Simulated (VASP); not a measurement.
# HfO2: single point with PBEsol

HfO2:

```
CELL_PARAMETERS angstrom
3.55578 0.00000 0.00000
-1.77789 3.07939 0.00000
0.00000 0.00000 2.66944
ATOMIC_POSITIONS crystal
Hf 0.00000 0.00000 0.00000
O 0.33333 0.66667 0.50000
O 0.66667 0.33333 0.50000
```

* Program: VASP 6.6.1
* Task: single point
* Functional: PBEsol
* Potentials or basis: VASP PAW PBE potentials, release 64 (Hf_pv, O)
* Cutoff: 520 eV
* k mesh: 7 × 7 × 7
* Occupations: fermi-dirac, width 0.02 eV
* Spin: no spin polarisation

| Item | Value |
| --- | --- |
| Pressure | -3.0 GPa |
| Band gap on the k mesh | zero (band 11 reaches 7.55 eV, above the bottom of band 12 at 5.76 eV) |

Stress tensor (GPa, compression positive):
```
-2.96  0.00  0.00
 0.00 -2.96  0.00
 0.00  0.00 -3.11
```

Levels at points of the mesh, in eV from the Fermi level:
```csv
k point,band 7,band 8,band 9,band 10,band 11,band 12,band 13,band 14,band 15,band 16
"(0.00, 0.00, 0.00)",-6.99,-3.12,-2.51,-1.41,-1.41,-0.61,3.40,5.13,5.13,5.54
```

Wall time 27 s on 1 thread of Intel Xeon 8259CL, on a shared host, peak memory 0.15 GiB.

Caveat: the PAW data sets were made with another functional, which shifts forces and pressure a little; spin-orbit coupling is left out, which moves the levels of the heavy elements.
